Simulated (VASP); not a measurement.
Wanted: the native input for a VASP 6.6.1 run.

| Quantity | Value |
| --- | --- |
| Task | single point |
| Functional | PBE |
| Potentials or basis | VASP PAW PBE potentials, release 64 (Mo_sv, Li_sv) |
| Cutoff | 520 eV |
| k mesh | 3 × 3 × 3 |
| Occupations | gaussian, width 0.05 eV |
| Spin | no spin polarisation |
| Dipole correction | no |
| Further INCAR settings | LREAL = Auto; ALGO = Normal; EDIFF = 1e-07; NBANDS = 128 |

The structure of LiMo16 (a cell with a defect) lies in POSCAR:

```
LiMo16
1.0
    6.3000000000      0.0000000000      0.0000000000
    0.0000000000      6.3000000000      0.0000000000
    0.0000000000      0.0000000000      6.3000000000
Mo Li
16 1
Direct
   -0.0075894874      0.0146656618     -0.0000895077
    0.5073614153      0.0147029637      0.0004005585
   -0.0074210556      0.4998377550      0.0003527702
   -0.0115964146      0.0186265749      0.4998625226
    0.2498953923      0.2574029317      0.2475831368
    0.5070029206      0.4999824070     -0.0001662266
    0.5111976343      0.0187189410      0.5003193180
    0.7498221174      0.2572139245      0.2504578683
   -0.0117891005      0.4957459514      0.5003281567
    0.2499089884      0.7570092870      0.3128598275
    0.2498212243      0.2571070713      0.7529282698
    0.5113967350      0.4956594556      0.5000612265
    0.7497025722      0.7570828676      0.2476123394
    0.7498234165      0.2572378368      0.7501345504
    0.2497171691      0.7571848565      0.6880103176
    0.7498543462      0.7572537114      0.7529242116
    0.2498241265      0.7576482029      0.0005163603
```

These files were run (other wordings do the same):

INCAR

```
PREC = Accurate
ENCUT = 520
EDIFF = 1E-7
ISMEAR = 0
SIGMA = 0.05
LREAL = Auto
LASPH = True
NELM = 80
ALGO = Normal
ISIF = 2
LWAVE = False
LCHARG = True
GGA = PE
LELF = True
LVHAR = True
NBANDS = 128
```

KPOINTS

```
regular mesh
0
Gamma
  3 3 3
```

Potentials or basis: VASP PAW PBE potentials, release 64 (Mo_sv, Li_sv).

Command:

```sh
$ cat potpaw_PBE.64/Mo_sv/POTCAR potpaw_PBE.64/Li_sv/POTCAR > POTCAR
$ mpirun -np 1 vasp_std > vasp.out
```

Results of the run:

```yaml
Largest_force: 0.028 eV/Å
Band_gap_on_the_k_mesh: zero (an odd number of electrons rules out a gap without spin polarisation)
```

Wall time 40 min on 1 thread of Intel Xeon 8259CL (shared host), peak memory 0.49 GiB.
